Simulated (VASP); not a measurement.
Set up this calculation in VASP 6.6.1, as the native input.

| Property | Result |
| --- | --- |
| Task | single point |
| Functional | PBE |
| Potentials or basis | VASP PAW PBE potentials, release 64 (Ta_pv, N) |
| Cutoff | 520 eV |
| k mesh | 16 × 16 × 16 |
| Occupations | gaussian, width 0.1 eV |
| Spin | no spin polarisation |
| Dipole correction | no |
| Further INCAR settings | ALGO = Normal; EDIFF = 1e-06; NBANDS = 15 |

The structure of TaN lies in POSCAR:

```
TaN
1.0
    0.0000000000      2.1240386775      2.1240386775
    2.1240386775      0.0000000000      2.1240386775
    2.1240386775      2.1240386775      0.0000000000
Ta N
1 1
Direct
    0.5000000000      0.5000000000      0.5000000000
    0.0000000000      0.0000000000      0.0000000000
```

These files were run (other wordings do the same):

INCAR

```
PREC = Accurate ; ENCUT = 520
EDIFF = 1E-6 ; ISMEAR = 0
SIGMA = 0.1 ; LREAL = F
LASPH = T ; NELM = 80
ALGO = Normal ; ISIF = 2
LWAVE = F ; LCHARG = F
GGA = PE ; NBANDS = 15
```

KPOINTS

```
Automatic mesh
0
Gamma
  16 16 16
```

Potentials or basis: VASP PAW PBE potentials, release 64 (Ta_pv, N).

The run is started by

```bash
$ cat potpaw_PBE.64/Ta_pv/POTCAR potpaw_PBE.64/N/POTCAR > POTCAR
$ mpirun -np 1 vasp_std > vasp.out
```

It gave:

```yaml
Pressure: 51.5 GPa
Band_gap_on_the_k_mesh: zero (band 8 reaches 13.01 eV, above the bottom of band 9 at 8.35 eV)
```

Caveat: spin-orbit coupling is left out, which moves the levels of the heavy elements.

Wall time 28 s on 1 thread of Intel(R) Xeon(R) 6975P-C (Granite Rapids) (shared host), peak memory 0.17 GiB.
